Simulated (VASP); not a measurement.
# Tl2H (Fd-3m) in VASP: further runs, part 2 of 2

VASP 6.6.1. Earlier steps stand in the parts before.

**5. Relaxation of cell and atoms, PBE**

Contents of INCAR:

```
SYSTEM = Tl2H
  PREC = Accurate
  ENCUT = 600
  EDIFF = 1E-6
  ISMEAR = 0
  SIGMA = 0.1
  LREAL = .False.
  LASPH = .True.
  NELM = 100
  ALGO = Normal
  ISIF = 3
  LWAVE = .False.
  LCHARG = .False.
  GGA = PE
  IBRION = 2
  NSW = 90
  EDIFFG = -0.04
```

Contents of KPOINTS:

```
regular mesh
0
Gamma
  4 4 4
  0 0 0
```

Contents of POSCAR:

```
Tl2H
1.0
    0.0000000000      4.4235647950      4.4235647950
    4.4235647950      0.0000000000      4.4235647950
    4.4235647950      4.4235647950      0.0000000000
Tl H
4 2
Direct
    0.6250000000      0.6250000000      0.6250000000
    0.1250000000      0.6250000000      0.6250000000
    0.6250000000      0.6250000000      0.1250000000
    0.6250000000      0.1250000000      0.6250000000
    0.5000000000      0.5000000000      0.5000000000
    0.7500000000      0.7500000000      0.7500000000
```

Potentials or basis: VASP PAW PBE potentials, release 64 (Tl_d, H).

Started as:

```
$ cat potpaw_PBE.64/Tl_d/POTCAR potpaw_PBE.64/H/POTCAR > POTCAR
$ mpirun -np 1 vasp_std > vasp.out
```

OUTCAR:

```text
SYSTEM = Tl2H
   PREC = Accurate
   ENCUT = 600
   EDIFF = 1E-6
   ISMEAR = 0
   LREAL = .False.
   LASPH = .True.
   NELM = 100
   ISIF = 3
   GGA = PE
   IBRION = 2
   NSW = 90
   EDIFFG = -0.04

 ion  position               nearest neighbor table
   1  0.625  0.625  0.625-   5 1.92   6 1.92   4 3.13   2 3.13   3 3.13   3 3.13   4 3.13   2 3.13

   2  0.125  0.625  0.625-   5 1.92   6 1.92   1 3.13   3 3.13   4 3.13   1 3.13   3 3.13   4 3.13

   3  0.625  0.625  0.125-   5 1.92   6 1.92   1 3.13   1 3.13   2 3.13   4 3.13   4 3.13   2 3.13

   4  0.625  0.125  0.625-   5 1.92   6 1.92   1 3.13   3 3.13   1 3.13   2 3.13   3 3.13   2 3.13

   5  0.500  0.500  0.500-   2 1.92   3 1.92   4 1.92   1 1.92
   6  0.750  0.750  0.750-   2 1.92   3 1.92   4 1.92   1 1.92

  LATTYP: Found a face centered cubic cell.
 ALAT       =     8.8471295900

  Lattice vectors:

 A1 = (   0.0000000000,   4.4235647950,   4.4235647950)
 A2 = (   4.4235647950,   0.0000000000,   4.4235647950)
 A3 = (   4.4235647950,   4.4235647950,   0.0000000000)

Analysis of symmetry for initial positions (statically):
=====================================================================
 Subroutine PRICEL returns:
 Original cell was already a primitive cell.

 Routine SETGRP: Setting up the symmetry group for a
 face centered cubic supercell.

 Subroutine GETGRP returns: Found 48 space group operations
 (whereof 24 operations were pure point group operations)
 out of a pool of 48 trial point group operations.

The static configuration has the point symmetry T_d .
 The point group associated with its full space group is O_h .

Analysis of symmetry for dynamics (positions and initial velocities):
=====================================================================
 Subroutine PRICEL returns:
 Original cell was already a primitive cell.

 Routine SETGRP: Setting up the symmetry group for a
 face centered cubic supercell.

 Subroutine GETGRP returns: Found 48 space group operations
 (whereof 24 operations were pure point group operations)
 out of a pool of 48 trial point group operations.

The dynamic configuration has the point symmetry T_d .
 The point group associated with its full space group is O_h .

 Subroutine INISYM returns: Found 48 space group operations
 (whereof 24 operations are pure point group operations),
 and found     1 'primitive' translations

----------------------------------------------------------------------------------------

                                     Primitive cell

  volume of cell :     173.1200

  direct lattice vectors                    reciprocal lattice vectors
     0.000000000  4.423564795  4.423564795    -0.113031011  0.113031011  0.113031011
     4.423564795  0.000000000  4.423564795     0.113031011 -0.113031011  0.113031011
     4.423564795  4.423564795  0.000000000     0.113031011  0.113031011 -0.113031011

  length of vectors
     6.255865327  6.255865327  6.255865327     0.195775453  0.195775453  0.195775453

  position of ions in fractional coordinates (direct lattice)
     0.625000000  0.625000000  0.625000000
     0.125000000  0.625000000  0.625000000
     0.625000000  0.625000000  0.125000000
     0.625000000  0.125000000  0.625000000
     0.500000000  0.500000000  0.500000000
     0.750000000  0.750000000  0.750000000

  ion indices of the primitive-cell ions
   primitive index   ion index
                 1           1
                 2           2
                 3           3
                 4           4
                 5           5
                 6           6

----------------------------------------------------------------------------------------

 KPOINTS: regular mesh

Automatic generation of k-mesh.
 Grid dimensions read from file:
 generate k-points for:    4    4    4

 Generating k-lattice:

  Cartesian coordinates                     Fractional coordinates (reciprocal lattice)
    -0.028257753  0.028257753  0.028257753     0.250000000  0.000000000  0.000000000
     0.028257753 -0.028257753  0.028257753     0.000000000  0.250000000  0.000000000
     0.028257753  0.028257753 -0.028257753     0.000000000  0.000000000  0.250000000

  Length of vectors
     0.048943863  0.048943863  0.048943863

  Shift w.r.t. Gamma in fractional coordinates (k-lattice)
     0.000000000  0.000000000  0.000000000

 Subroutine IBZKPT returns following result:
 ===========================================

 Found      8 irreducible k-points:

 Following reciprocal coordinates:
            Coordinates               Weight
  0.000000  0.000000  0.000000      1.000000
  0.250000  0.000000  0.000000      8.000000
  0.500000  0.000000  0.000000      4.000000
  0.250000  0.250000  0.000000      6.000000
  0.500000  0.250000  0.000000     24.000000
 -0.250000  0.250000  0.000000     12.000000
  0.500000  0.500000  0.000000      3.000000
 -0.250000  0.500000  0.250000      6.000000
   k-points           NKPTS =      8   k-points in BZ     NKDIM =      8   number of bands    NBANDS=     32
   number of dos      NEDOS =    301   number of ions     NIONS =      6
   total plane-waves  NPLWV = 125000
   dimension x,y,z NGX =    50 NGY =   50 NGZ =   50
   dimension x,y,z NGXF=   100 NGYF=  100 NGZF=  100
   ions per type =               4   2
   NGX,Y,Z   is equivalent  to a cutoff of  13.29, 13.29, 13.29 a.u.
   NGXF,Y,Z  is equivalent  to a cutoff of  26.57, 26.57, 26.57 a.u.
 SYSTEM =  Tl2H
   PREC   = accura    normal or accurate (medium, high low for compatibility)
   ISTART =      0    job   : 0-new  1-cont  2-samecut
   ICHARG =      2    charge: 1-file 2-atom 10-const
   ISPIN  =      1    spin polarized calculation?
   LNONCOLLINEAR =      F non collinear calculations
   LSORBIT =      F    spin-orbit coupling
   LASPH  =      T    aspherical Exc in radial PAW
   ENCUT  =  600.0 eV  44.10 Ry    6.64 a.u.  12.49 12.49 12.49*2*pi/ulx,y,z
   NELM   =    100;   NELMIN=  2; NELMDL= -5     # of ELM steps
   EDIFF  = 0.1E-05   stopping-criterion for ELM
   LREAL  =      F    real-space projection
   EDIFFG = -.4E-01   stopping-criterion for IOM
   NSW    =     90    number of steps for IOM
   IBRION =      2    ionic relax: 0-MD 1-quasi-New 2-CG
   NFREE  =      1    steps in history (QN), initial steepest desc. (CG)
   ISIF   =      3    stress and relaxation
   ISYM   =      2    0-nonsym 1-usesym 2-fastsym
   POTIM  = 0.5000    time-step for ionic-motion
   TEBEG  =    0.0;   TEEND  =   0.0 temperature during run
   PSTRESS=    0.0 pullay stress
   NELECT =      54.0000    total number of electrons
   NUPDOWN=      -1.0000    fix difference up-down
   EMIN   =  10.00;   EMAX   =-10.00  energy-range for DOS
   EFERMI =   0.00;   METHOD = LEGACY
   ISMEAR =     0;   SIGMA  =   0.10  broadening in eV -4-tet -1-fermi 0-gaus
   EFERMI_NEDOS =   21; number of points for ismear=-14 and -15
   IALGO  =     38    algorithm
   IMIX   =      4    mixing-type and parameters
     AMIX     =   0.40;   BMIX     =  1.00
     AMIX_MAG =   1.60;   BMIX_MAG =  1.00
  volume/ion in A,a.u.               =      28.85       194.71
  Fermi-wavevector in a.u.,A,eV,Ry     =   1.110257  2.098082 16.771515  1.232672
  Thomas-Fermi vector in A             =   2.246807
   LORBIT       =      0    0 simple, 1 ext, 2 COOP (PROOUT), +10 PAW based schemes
   GGA     = PE    functional components
   LHFCALC =     F    Hartree Fock is set to
   AEXX    =    0.0000 exact exchange contribution
   IVDW    =     0    specifies the selected vdW correction
   LEPSILON=     F    determine dielectric tensor
   LRPA    =     F    only Hartree local field effects (RPA)
 conjugate gradient relaxation of ions
 non-spin polarized calculation
 Gauss-broadening in eV      SIGMA  =   0.10
  energy-cutoff  :      600.00
  volume of cell :      173.12
 maximum number of plane-waves:      5817
 NGX is ok and might be reduce to    50
   NGX = 25   NGY = 25   NGZ = 25

--------------------------------------- Ionic step        1  -------------------------------------------

 number of electron      53.9999999 magnetization

 Free energy of the ion-electron system (eV)
  ---------------------------------------------------
  ext. energy  EPLUGINS =         0.00000000
  ---------------------------------------------------
  free energy    TOTEN  =        -9.29473899 eV

  energy without entropy =       -9.26095061  energy(sigma->0) =       -9.27784480

------------------------ aborting loop because EDIFF is reached ----------------------------------------

  FORCE on cell =-STRESS in cart. coord.  units (eV):
  Direction    XX          YY          ZZ          XY          YZ          ZX
  --------------------------------------------------------------------------------------
  -------------------------------------------------------------------------------------
  Total       11.9809312     11.9809312     11.9809312      0.0000000     -0.0000000      0.0000000
  in kB      110.8801952    110.8801952    110.8801952      0.0000000     -0.0000000      0.0000000
  external PRESSURE =     110.8801952 kB  Pullay stress =       0.0000000 kB
[... 145 lines left out ...]
  energy  without entropy=      -11.4931244594  energy(sigma->0) =      -11.51777678

--------------------------------------- Ionic step        5  -------------------------------------------

 number of electron      53.9999993 magnetization

 Free energy of the ion-electron system (eV)
  ---------------------------------------------------
  ext. energy  EPLUGINS =         0.00000000
  ---------------------------------------------------
  free energy    TOTEN  =       -11.58715077 eV

  energy without entropy =      -11.53889370  energy(sigma->0) =      -11.56302224

 E-fermi :   1.0883     XC(G=0):  -6.0488

 val. band max:        1.0272467110   @ k =   0.2500   0.2500   0.0000
 cond. band min:       1.1000467136   @ k =   0.5000   0.2500   0.0000
 fundamental gap:      0.0728000026
 Fermi energy:         1.0883323012

 k-point     1 :       0.0000    0.0000    0.0000
  band No.  band energies     occupation
      1     -11.2517      2.00000
      2     -10.8781      2.00000
      3     -10.8781      2.00000
      4     -10.8565      2.00000
      5     -10.8565      2.00000
      6     -10.8565      2.00000
[... 302 lines left out ...]
  FREE ENERGIE OF THE ION-ELECTRON SYSTEM (eV)
  ---------------------------------------------------
  free  energy   TOTEN  =       -11.5871507687 eV

  energy  without entropy=      -11.5388937035  energy(sigma->0) =      -11.56302224

 reached required accuracy - stopping structural energy minimisation
```

Wall time 5.3 min (1 thread of Oxide Virtual Turin-like, shared host); peak memory 0.34 GiB.

Results:

| Quantity | Value |
| --- | --- |
| Free energy | -11.5872 eV |
| Relaxed volume | 47.31 Å³/atom |
| Relaxed cell | a = 7.377 Å, b = 7.377 Å, c = 7.377 Å, α = 60.00°, β = 60.00°, γ = 60.00° |
| Space group after relaxing (to 0.05 Å) | Fd-3m (No. 227) |
| Energy gained by relaxing | 382.1 meV/atom |
| Ionic steps | 5 |
| Pressure after relaxing | -0.1 GPa |
| Band gap on the k mesh | zero (band 27 reaches 1.32 eV, above the bottom of band 28 at 0.44 eV) |

The path:
```
step  energy change (eV)  largest force (eV/Å)  pressure (GPa)  volume (Å³)
   1              0.0000                0.0000           11.09       173.12
   2             -1.9779                0.0000            2.37       228.13
   3             -2.2199                0.0000            0.93       252.57
   4             -2.2477                0.0000           -0.52       306.57
   5             -2.2924                0.0000           -0.08       283.89
```

Final structure:
```
Tl H
1.0
     0.00000    5.21642    5.21642
     5.21642    0.00000    5.21642
     5.21642    5.21642    0.00000
Tl H
4 2
Cartesian
  6.5205 6.5205 6.5205
  6.5205 3.9123 3.9123
  3.9123 3.9123 6.5205
  3.9123 6.5205 3.9123
  5.2164 5.2164 5.2164
  7.8246 7.8246 7.8246
```

Levels at points of the mesh, in eV from the Fermi level:
| k point | band 24 | band 25 | band 26 | band 27 | band 28 | band 29 | band 30 | band 31 |
| --- | --- | --- | --- | --- | --- | --- | --- | --- |
| (0.00, 0.00, 0.00) | -5.32 | -5.32 | -0.65 | -0.65 | -0.65 | 0.37 | 0.56 | 0.56 |
| (0.50, 0.00, 0.00) | -5.42 | -3.61 | -0.81 | -0.22 | -0.22 | 0.31 | 1.56 | 1.56 |
| (0.50, 0.50, 0.00) | -5.53 | -2.31 | -2.31 | 0.23 | 0.23 | 1.15 | 1.15 | 1.81 |

Caveat: the volume moved by over 15 % at a fixed basis, so the end points are rough; spin-orbit coupling is left out, which moves the levels of the heavy elements.

**6. Relaxation of cell and atoms, PBE**

This run uses another cell than the first one, of 45.23 Å³/atom, 1.568 times its volume.

Contents of INCAR:

```
SYSTEM = Tl2H
ALGO = Normal
EDIFF = 1E-6
EDIFFG = -0.01
ENCUT = 600
GGA = PE
IBRION = 2
ISIF = 3
ISMEAR = 0
LASPH = .TRUE.
LCHARG = .FALSE.
LREAL = .FALSE.
LWAVE = .FALSE.
NELM = 100
NSW = 100
PREC = Accurate
SIGMA = 0.1
```

Contents of KPOINTS:

```
k-points
0
G
  6 6 6
  0 0 0
```

Contents of POSCAR:

```
Tl2H
1.0
    0.0000000000      5.1387060116      5.1387060116
    5.1387060116      0.0000000000      5.1387060116
    5.1387060116      5.1387060116      0.0000000000
Tl H
4 2
Direct
    0.1250000000      0.1250000000      0.1250000000
    0.6250000000      0.1250000000      0.1250000000
    0.1250000000      0.1250000000      0.6250000000
    0.1250000000      0.6250000000      0.1250000000
    0.0000000000      0.0000000000      0.0000000000
    0.2500000000      0.2500000000      0.2500000000
```

Potentials or basis: VASP PAW PBE potentials, release 64 (Tl_d, H).

Started as:

```
$ cat potpaw_PBE.64/Tl_d/POTCAR potpaw_PBE.64/H/POTCAR > POTCAR
$ mpirun -np 1 vasp_std > vasp.out
```

OUTCAR:

```text
SYSTEM = Tl2H
   EDIFF = 1E-6
   EDIFFG = -0.01
   ENCUT = 600
   GGA = PE
   IBRION = 2
   ISIF = 3
   ISMEAR = 0
   LASPH = .TRUE.
   LREAL = .FALSE.
   NELM = 100
   NSW = 100
   PREC = Accurate

 ion  position               nearest neighbor table
   1  0.125  0.125  0.125-   5 2.23   6 2.23   4 3.63   2 3.63   3 3.63   3 3.63   4 3.63   2 3.63

   2  0.625  0.125  0.125-   5 2.23   6 2.23   1 3.63   3 3.63   4 3.63   1 3.63   3 3.63   4 3.63

   3  0.125  0.125  0.625-   5 2.23   6 2.23   1 3.63   1 3.63   2 3.63   4 3.63   4 3.63   2 3.63

   4  0.125  0.625  0.125-   5 2.23   6 2.23   1 3.63   3 3.63   1 3.63   2 3.63   3 3.63   2 3.63

   5  0.000  0.000  0.000-   1 2.23   2 2.23   3 2.23   4 2.23
   6  0.250  0.250  0.250-   1 2.23   2 2.23   3 2.23   4 2.23

  LATTYP: Found a face centered cubic cell.
[... 192 lines left out ...]
  -------------------------------------------------------------------------------------
  Total        0.3649589      0.3649589      0.3649589      0.0000000      0.0000000     -0.0000000
  in kB        2.1545827      2.1545827      2.1545827      0.0000000      0.0000000     -0.0000000
  external PRESSURE =       2.1545827 kB  Pullay stress =       0.0000000 kB
[... 147 lines left out ...]
--------------------------------------- Ionic step        5  -------------------------------------------

 number of electron      54.0000000 magnetization

 Free energy of the ion-electron system (eV)
  ---------------------------------------------------
  ext. energy  EPLUGINS =         0.00000000
  ---------------------------------------------------
  free energy    TOTEN  =       -11.63169341 eV

  energy without entropy =      -11.58612538  energy(sigma->0) =      -11.60890940

 E-fermi :   1.1303     XC(G=0):  -6.0769

 val. band max:        1.1112331294   @ k =  -0.3333   0.1667   0.0000
 cond. band min:       1.1303581701   @ k =   0.5000   0.3333   0.1667
 fundamental gap:      0.0191250407
 Fermi energy:         1.1303140279

 k-point     1 :       0.0000    0.0000    0.0000
  band No.  band energies     occupation
      1     -11.2074      2.00000
      2     -10.8081      2.00000
      3     -10.8081      2.00000
      4     -10.7885      2.00000
      5     -10.7885      2.00000
      6     -10.7885      2.00000
[... 582 lines left out ...]
  FREE ENERGIE OF THE ION-ELECTRON SYSTEM (eV)
  ---------------------------------------------------
  free  energy   TOTEN  =       -11.6316934097 eV

  energy  without entropy=      -11.5861253810  energy(sigma->0) =      -11.60890940

 reached required accuracy - stopping structural energy minimisation
```

Wall time 12 min (1 thread of Oxide Virtual Turin-like, shared host); peak memory 0.57 GiB.

Results:

* Free energy: -11.6317 eV
* Relaxed volume: 46.61 Å³/atom
* Relaxed cell: a = 7.340 Å, b = 7.340 Å, c = 7.340 Å, α = 60.00°, β = 60.00°, γ = 60.00°
* Space group after relaxing (to 0.05 Å): Fd-3m (No. 227)
* Energy gained by relaxing: 0.9 meV/atom
* Ionic steps: 5
* Pressure after relaxing: 0.0 GPa
* Band gap on the k mesh: zero (band 27 reaches 1.40 eV, above the bottom of band 28 at 0.49 eV)

Step by step:
```csv
step,energy change (eV),largest force (eV/Å),pressure (GPa),volume (Å³)
1,0.0000,0.0000,0.22,271.39
2,-0.0027,0.0000,0.15,273.78
3,-0.0051,0.0000,0.05,277.58
4,-0.0028,0.0000,-0.13,285.29
5,-0.0053,0.0000,0.01,279.65
```

Final structure:
```xyz
6
Lattice="0.0000 5.1903 5.1903 5.1903 0.0000 5.1903 5.1903 5.1903 0.0000" Properties=species:S:1:pos:R:3 pbc="T T T"
Tl    1.2976    1.2976    1.2976
Tl    1.2976    3.8928    3.8928
Tl    3.8928    3.8928    1.2976
Tl    3.8928    1.2976    3.8928
H     0.0000    0.0000    0.0000
H     2.5952    2.5952    2.5952
```

Levels at points of the mesh, in eV from the Fermi level:
```
           k point  band 24  band 25  band 26  band 27  band 28  band 29  band 30  band 31
(0.00, 0.00, 0.00)    -5.27    -5.27    -0.64    -0.64    -0.64     0.43     0.59     0.59
(0.50, 0.00, 0.00)    -5.37    -3.59    -0.75    -0.21    -0.21     0.36     1.61     1.61
(0.50, 0.50, 0.00)    -5.49    -2.28    -2.28     0.27     0.27     1.20     1.20     1.86
```

Caveat: spin-orbit coupling is left out, which moves the levels of the heavy elements.

**7. Summary**

| task | cell | k mesh | cutoff (eV) | gap on the mesh (eV) | pressure (GPa) | relaxed volume (Å³/atom) |
| --- | --- | --- | --- | --- | --- | --- |
| single point | a = 6.256 Å, angles 60.0°, 6 atoms | 4 × 4 × 4 | 520 | none | 11.0 | - |
| single point | a = 7.267 Å, angles 60.0°, 6 atoms | 4 × 4 × 4 | 520 | none | 0.2 | - |
| single point | a = 7.341 Å, angles 60.0°, 6 atoms | 6 × 6 × 6 | 520 | none | 0.0 | - |
| relaxation of cell and atoms | relaxed from a = 6.256 Å, angles 60.0°, 6 atoms | 4 × 4 × 4 | 600 | none | -0.1 | 47.31 |
| relaxation of cell and atoms | relaxed from a = 7.267 Å, angles 60.0°, 6 atoms | 6 × 6 × 6 | 600 | none | 0.0 | 46.61 |

Alike in all rows: level PBE; potentials or basis VASP PAW PBE potentials, release 64 (Tl_d, H); no spin polarisation; smearing gaussian 0.1 eV.

Caveats: spin-orbit coupling is left out, which moves the levels of the heavy elements; the volume moved by over 15 % at a fixed basis, so the end points are rough (some runs).

Total energies depend on the potentials used, so only differences within one code and one set of settings carry meaning.
